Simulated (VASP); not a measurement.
# Al2O3 (Cmcm) in VASP: single point with LDA

Aim: the single point of Al2O3 with LDA.

Program: VASP 6.6.1. These are calculated values, not measurements. Logs are shortened: lines on timing, memory, paths and dates and some standing lists are left out, and cuts for length are marked.

### 1 The cell of the first run

It takes space group Cmcm (No. 63, orthorhombic). Conventional cell: a = 2.640 Å, b = 8.789 Å, c = 6.850 Å, α = 90.00°, β = 90.00°, γ = 90.00°. Within 2.5 Å of Al (site symmetry 2/m) lie 6 O at 1.86 to 1.94 Å. Within 2.5 Å of Al (site symmetry m2m) lie 8 O at 1.85 to 2.46 Å. Within 2.5 Å of O (site symmetry m) lie 5 Al at 1.86 to 2.46 Å and 1 O at 2.38 Å. Within 2.5 Å of O (site symmetry m2m) lie 4 Al at 1.85 to 1.94 Å.

### 2 Single point, LDA

Contents of INCAR:

```
SYSTEM = Al2O3
  ALGO = Normal
  EDIFF = 1E-6
  ENCUT = 520
  GGA = CA
  ISIF = 2
  ISMEAR = 0
  LASPH = .TRUE.
  LCHARG = .TRUE.
  LELF = .TRUE.
  LREAL = .FALSE.
  LVHAR = .TRUE.
  LWAVE = .FALSE.
  NBANDS = 35
  NELM = 80
  PREC = Accurate
  SIGMA = 0.05
```

Contents of KPOINTS:

```
k-points
0
G
  8 8 4
  0 0 0
```

Contents of POSCAR:

```
Al2O3
1.0
    1.3199567671     -4.3945328002      0.0000000000
    1.3199567671      4.3945328002      0.0000000000
    0.0000000000      0.0000000000      6.8504401530
Al O
4 6
Direct
    0.0000000000      0.0000000000      0.5000000000
    0.2475594777      0.7524405223      0.7500000000
    0.7524405223      0.2475594777      0.2500000000
    0.0000000000      0.0000000000      0.0000000000
    0.6361152298      0.3638847702      0.9235214306
    0.8958228060      0.1041771940      0.7500000000
    0.3638847702      0.6361152298      0.0764785694
    0.3638847702      0.6361152298      0.4235214306
    0.1041771940      0.8958228060      0.2500000000
    0.6361152298      0.3638847702      0.5764785694
```

Potentials or basis: VASP PAW LDA potentials, release 64 (Al, O).

Launch:

```bash
> cat potpaw_LDA.64/Al/POTCAR potpaw_LDA.64/O/POTCAR > POTCAR
> mpirun -np 1 vasp_std > vasp.out
```

OUTCAR:

```text
SYSTEM = Al2O3
   EDIFF = 1E-6
   ENCUT = 520
   GGA = CA
   ISIF = 2
   ISMEAR = 0
   LASPH = .TRUE.
   LREAL = .FALSE.
   NELM = 80
   PREC = Accurate

 ion  position               nearest neighbor table
   1  0.000  0.000  0.500-  10 1.86   8 1.86  10 1.86   8 1.86   6 1.94   9 1.94   2 2.77   3 2.77
                             3 3.10   2 3.10   2 3.10   3 3.10
   2  0.248  0.752  0.750-   6 1.85   6 1.85  10 2.03   5 2.03   5 2.03  10 2.03   8 2.46   7 2.46
                             4 2.77   1 2.77   4 3.10   4 3.10   1 3.10   1 3.10
   3  0.752  0.248  0.250-   9 1.85   9 1.85   7 2.03   7 2.03   8 2.03   8 2.03  10 2.46   5 2.46
                             4 2.77   1 2.77   1 3.10   1 3.10   4 3.10   4 3.10
   4  0.000  0.000  0.000-   5 1.86   7 1.86   5 1.86   7 1.86   6 1.94   9 1.94   2 2.77   3 2.77
                             3 3.10   2 3.10   2 3.10   3 3.10
   5  0.636  0.364  0.924-   4 1.86   4 1.86   2 2.03   2 2.03   3 2.46
   6  0.896  0.104  0.750-   2 1.85   2 1.85   4 1.94   1 1.94
   7  0.364  0.636  0.076-   4 1.86   4 1.86   3 2.03   3 2.03   2 2.46
   8  0.364  0.636  0.424-   1 1.86   1 1.86   3 2.03   3 2.03   2 2.46
   9  0.104  0.896  0.250-   3 1.85   3 1.85   4 1.94   1 1.94
  10  0.636  0.364  0.576-   1 1.86   1 1.86   2 2.03   2 2.03   3 2.46

  LATTYP: Found a base centered orthorhombic cell.
 ALAT       =     2.6399135342
 B/A-ratio  =     3.3293005572
 C/A-ratio  =     2.5949486846

  Lattice vectors:

 A1 = (   1.3199567671,  -4.3945328002,   0.0000000000)
 A2 = (   1.3199567671,   4.3945328002,   0.0000000000)
 A3 = (   0.0000000000,   0.0000000000,   6.8504401530)

Analysis of symmetry for initial positions (statically):
=====================================================================
 Subroutine PRICEL returns:
 Original cell was already a primitive cell.

 Routine SETGRP: Setting up the symmetry group for a
 base centered orthorhombic supercell.

 Subroutine GETGRP returns: Found  8 space group operations
 (whereof  4 operations were pure point group operations)
 out of a pool of  8 trial point group operations.

The static configuration has the point symmetry C_2h.
 The point group associated with its full space group is D_2h.

Analysis of symmetry for dynamics (positions and initial velocities):
=====================================================================
 Subroutine PRICEL returns:
 Original cell was already a primitive cell.

 Routine SETGRP: Setting up the symmetry group for a
 base centered orthorhombic supercell.

 Subroutine GETGRP returns: Found  8 space group operations
 (whereof  4 operations were pure point group operations)
 out of a pool of  8 trial point group operations.

The dynamic configuration has the point symmetry C_2h.
 The point group associated with its full space group is D_2h.

 Subroutine INISYM returns: Found  8 space group operations
 (whereof  4 operations are pure point group operations),
 and found     1 'primitive' translations

----------------------------------------------------------------------------------------

                                     Primitive cell

  volume of cell :      79.4732

  direct lattice vectors                    reciprocal lattice vectors
     1.319956767 -4.394532800  0.000000000     0.378800285 -0.113777738  0.000000000
     1.319956767  4.394532800  0.000000000     0.378800285  0.113777738  0.000000000
     0.000000000  0.000000000  6.850440153     0.000000000  0.000000000  0.145976022

  length of vectors
     4.588486068  4.588486068  6.850440153     0.395518684  0.395518684  0.145976022

  position of ions in fractional coordinates (direct lattice)
     0.000000000  0.000000000  0.500000000
     0.247559478  0.752440522  0.750000000
     0.752440522  0.247559478  0.250000000
     0.000000000  0.000000000  0.000000000
     0.636115230  0.363884770  0.923521431
     0.895822806  0.104177194  0.750000000
     0.363884770  0.636115230  0.076478569
     0.363884770  0.636115230  0.423521431
     0.104177194  0.895822806  0.250000000
     0.636115230  0.363884770  0.576478569

  ion indices of the primitive-cell ions
   primitive index   ion index
                 1           1
                 2           2
                 3           3
                 4           4
                 5           5
                 6           6
                 7           7
                 8           8
                 9           9
                10          10

----------------------------------------------------------------------------------------

 KPOINTS: k-points

Automatic generation of k-mesh.
 Grid dimensions read from file:
 generate k-points for:    8    8    4

 Generating k-lattice:

  Cartesian coordinates                     Fractional coordinates (reciprocal lattice)
     0.047350036 -0.014222217  0.000000000     0.125000000  0.000000000  0.000000000
     0.047350036  0.014222217  0.000000000     0.000000000  0.125000000  0.000000000
     0.000000000  0.000000000  0.036494005     0.000000000  0.000000000  0.250000000

  Length of vectors
     0.049439836  0.049439836  0.036494005

  Shift w.r.t. Gamma in fractional coordinates (k-lattice)
     0.000000000  0.000000000  0.000000000

 Subroutine IBZKPT returns following result:
 ===========================================

 Found     63 irreducible k-points:

 Following reciprocal coordinates:
            Coordinates               Weight
  0.000000  0.000000  0.000000      1.000000
  0.125000  0.000000  0.000000      4.000000
  0.250000  0.000000  0.000000      4.000000
  0.375000  0.000000  0.000000      4.000000
  0.500000  0.000000  0.000000      2.000000
  0.125000  0.125000  0.000000      2.000000
[... 16 lines left out ...]
  0.125000  0.000000  0.250000      8.000000
  0.250000  0.000000  0.250000      8.000000
 [... further k-points ...]
   k-points           NKPTS =     63   k-points in BZ     NKDIM =     63   number of bands    NBANDS=     35
   number of dos      NEDOS =    301   number of ions     NIONS =     10
   total plane-waves  NPLWV =  69984
   dimension x,y,z NGX =    36 NGY =   36 NGZ =   54
   dimension x,y,z NGXF=    72 NGYF=   72 NGZF=  108
   ions per type =               4   6
   NGX,Y,Z   is equivalent  to a cutoff of  13.04, 13.04, 13.10 a.u.
   NGXF,Y,Z  is equivalent  to a cutoff of  26.09, 26.09, 26.21 a.u.
 SYSTEM =  Al2O3
   PREC   = accura    normal or accurate (medium, high low for compatibility)
   ISTART =      0    job   : 0-new  1-cont  2-samecut
   ICHARG =      2    charge: 1-file 2-atom 10-const
   ISPIN  =      1    spin polarized calculation?
   LNONCOLLINEAR =      F non collinear calculations
   LSORBIT =      F    spin-orbit coupling
   LASPH  =      T    aspherical Exc in radial PAW
   ENCUT  =  520.0 eV  38.22 Ry    6.18 a.u.   8.53  8.53 12.74*2*pi/ulx,y,z
   NELM   =     80;   NELMIN=  2; NELMDL= -5     # of ELM steps
   EDIFF  = 0.1E-05   stopping-criterion for ELM
   LREAL  =      F    real-space projection
   EDIFFG = 0.1E-04   stopping-criterion for IOM
   NSW    =      0    number of steps for IOM
   IBRION =     -1    ionic relax: 0-MD 1-quasi-New 2-CG
   NFREE  =      0    steps in history (QN), initial steepest desc. (CG)
   ISIF   =      2    stress and relaxation
   ISYM   =      2    0-nonsym 1-usesym 2-fastsym
   POTIM  = 0.5000    time-step for ionic-motion
   TEBEG  =    0.0;   TEEND  =   0.0 temperature during run
   PSTRESS=    0.0 pullay stress
   NELECT =      48.0000    total number of electrons
   NUPDOWN=      -1.0000    fix difference up-down
   EMIN   =  10.00;   EMAX   =-10.00  energy-range for DOS
   EFERMI =   0.00;   METHOD = LEGACY
   ISMEAR =     0;   SIGMA  =   0.05  broadening in eV -4-tet -1-fermi 0-gaus
   EFERMI_NEDOS =   21; number of points for ismear=-14 and -15
   IALGO  =     38    algorithm
   IMIX   =      4    mixing-type and parameters
     AMIX     =   0.40;   BMIX     =  1.00
     AMIX_MAG =   1.60;   BMIX_MAG =  1.00
  volume/ion in A,a.u.               =       7.95        53.63
  Fermi-wavevector in a.u.,A,eV,Ry     =   1.383826  2.615053 26.054824  1.914976
  Thomas-Fermi vector in A             =   2.508388
   LORBIT       =      0    0 simple, 1 ext, 2 COOP (PROOUT), +10 PAW based schemes
   GGA     = CA    functional components
   LHFCALC =     F    Hartree Fock is set to
   AEXX    =    0.0000 exact exchange contribution
   IVDW    =     0    specifies the selected vdW correction
   LEPSILON=     F    determine dielectric tensor
   LRPA    =     F    only Hartree local field effects (RPA)
 non-spin polarized calculation
 Gauss-broadening in eV      SIGMA  =   0.05
  energy-cutoff  :      520.00
  volume of cell :       79.47
 maximum number of plane-waves:      2165
 NGX is ok and might be reduce to    36
   NGX = 17   NGY = 17   NGZ = 25

 number of electron      48.0000008 magnetization

 Free energy of the ion-electron system (eV)
  ---------------------------------------------------
  ext. energy  EPLUGINS =         0.00000000
  ---------------------------------------------------
  free energy    TOTEN  =       -80.43044150 eV

  energy without entropy =      -80.43044150  energy(sigma->0) =      -80.43044150

 E-fermi :   8.0891     XC(G=0): -12.6012

 val. band max:        7.8776109257   @ k =   0.0000   0.0000   0.0000
 cond. band min:      12.7451610977   @ k =   0.0000   0.0000   0.0000
 fundamental gap:      4.8675501719
 Fermi energy:         8.0890854842

 k-point     1 :       0.0000    0.0000    0.0000
  band No.  band energies     occupation
      1     -12.5461      2.00000
      2     -10.8626      2.00000
      3     -10.7712      2.00000
      4     -10.0047      2.00000
      5      -9.3238      2.00000
      6      -9.1850      2.00000
[... 27 lines left out ...]
     34      20.1097      0.00000
     35      20.9836      0.00000

 k-point     2 :       0.1250    0.0000    0.0000
  band No.  band energies     occupation
      1     -12.3326      2.00000
      2     -10.6867      2.00000
      3     -10.6308      2.00000
      4      -9.9276      2.00000
      5      -9.2784      2.00000
      6      -9.1135      2.00000
[... 27 lines left out ...]
     34      19.9658      0.00000
     35      21.0146      0.00000

 k-point     3 :       0.2500    0.0000    0.0000
  band No.  band energies     occupation
      1     -11.7367      2.00000
      2     -10.2781      2.00000
      3     -10.2137      2.00000
      4      -9.7225      2.00000
      5      -9.1947      2.00000
      6      -8.9390      2.00000
[... 27 lines left out ...]
     34      20.8031      0.00000
     35      20.9008      0.00000

 k-point     4 :       0.3750    0.0000    0.0000
  band No.  band energies     occupation
      1     -10.9133      2.00000
      2      -9.9524      2.00000
      3      -9.6299      2.00000
      4      -9.4890      2.00000
      5      -9.1920      2.00000
      6      -8.7837      2.00000
[... 27 lines left out ...]
     34      20.0528      0.00000
     35      20.2718      0.00000

 k-point     5 :       0.5000    0.0000    0.0000
  band No.  band energies     occupation
      1     -10.2746      2.00000
      2     -10.0374      2.00000
      3      -9.3871      2.00000
      4      -9.3176      2.00000
      5      -9.2223      2.00000
      6      -8.7548      2.00000
[... 638 lines left out ...]
 k-point    22 :       0.0000    0.0000    0.2500
  band No.  band energies     occupation
      1     -12.4238      2.00000
      2     -11.5105      2.00000
      3     -10.1091      2.00000
      4      -9.9235      2.00000
      5      -9.4934      2.00000
      6      -9.2105      2.00000
[... 27 lines left out ...]
     34      20.3582      0.00000
     35      20.6275      0.00000

 k-point    23 :       0.1250    0.0000    0.2500
  band No.  band energies     occupation
      1     -12.2134      2.00000
      2     -11.3262      2.00000
      3      -9.9896      2.00000
      4      -9.8436      2.00000
      5      -9.4355      2.00000
      6      -9.1402      2.00000
[... 27 lines left out ...]
     34      20.2260      0.00000
     35      20.4399      0.00000

 k-point    24 :       0.2500    0.0000    0.2500
  band No.  band energies     occupation
      1     -11.6280      2.00000
      2     -10.8302      2.00000
      3      -9.7113      2.00000
      4      -9.6176      2.00000
      5      -9.3065      2.00000
      6      -8.9759      2.00000
[... 27 lines left out ...]
     34      20.2633      0.00000
     35      21.0379      0.00000

 [... further k-points ...]

------------------------ aborting loop because EDIFF is reached ----------------------------------------

  FORCE on cell =-STRESS in cart. coord.  units (eV):
  Direction    XX          YY          ZZ          XY          YZ          ZX
  --------------------------------------------------------------------------------------
  -------------------------------------------------------------------------------------
  Total        0.6200448      0.5110113      0.1556162      0.0000000      0.0000000      0.0000000
  in kB       12.5000787     10.3019676      3.1372167      0.0000000      0.0000000      0.0000000
  external PRESSURE =       8.6464210 kB  Pullay stress =       0.0000000 kB

 VOLUME and BASIS-vectors are now :
 -----------------------------------------------------------------------------
  energy-cutoff  :      520.00
  volume of cell :       79.47
      direct lattice vectors                 reciprocal lattice vectors
     1.319956767 -4.394532800  0.000000000     0.378800285 -0.113777738  0.000000000
     1.319956767  4.394532800  0.000000000     0.378800285  0.113777738  0.000000000
     0.000000000  0.000000000  6.850440153     0.000000000  0.000000000  0.145976022

 POSITION                                       TOTAL-FORCE (eV/Angst)
 -----------------------------------------------------------------------------------
      0.00000      0.00000      3.42522        -0.000000     -0.000000      0.000000
      1.31996      2.21872      5.13783        -0.000000      0.048416      0.000000
      1.31996     -2.21872      1.71261        -0.000000     -0.048416      0.000000
      0.00000      0.00000      0.00000         0.000000     -0.000000      0.000000
      1.31996     -1.19633      6.32653        -0.000000     -0.043413     -0.015635
      1.31996     -3.47891      5.13783        -0.000000     -0.058756      0.000000
      1.31996      1.19633      0.52391        -0.000000      0.043413      0.015635
      1.31996      1.19633      2.90131        -0.000000      0.043413     -0.015635
      1.31996      3.47891      1.71261        -0.000000      0.058756      0.000000
      1.31996     -1.19633      3.94913        -0.000000     -0.043413      0.015635
 -----------------------------------------------------------------------------------
    total drift:                                0.000000      0.000000     -0.000000

  FREE ENERGIE OF THE ION-ELECTRON SYSTEM (eV)
  ---------------------------------------------------
  free  energy   TOTEN  =       -80.4304414979 eV

  energy  without entropy=      -80.4304414979  energy(sigma->0) =      -80.43044150
```

It took 5.3 min on 1 thread of AMD EPYC 7R43 (Zen 3), shared host; peak memory 0.24 GiB.

Results:

- Free energy: -80.4304 eV
- Pressure: 0.9 GPa
- Largest force: 0.059 eV/Å
- Band gap on the k mesh: 4.87 eV, direct

Forces on the atoms (eV/Å):
```
Al   0.000  0.000  0.000
Al   0.000  0.048  0.000
Al   0.000 -0.048  0.000
Al   0.000  0.000  0.000
O    0.000 -0.043 -0.016
O    0.000 -0.059  0.000
O    0.000  0.043  0.016
O    0.000  0.043 -0.016
O    0.000  0.059  0.000
O    0.000 -0.043  0.016
```

Stress tensor (GPa, compression positive):
```
1.25 0.00 0.00
0.00 1.03 0.00
0.00 0.00 0.31
```
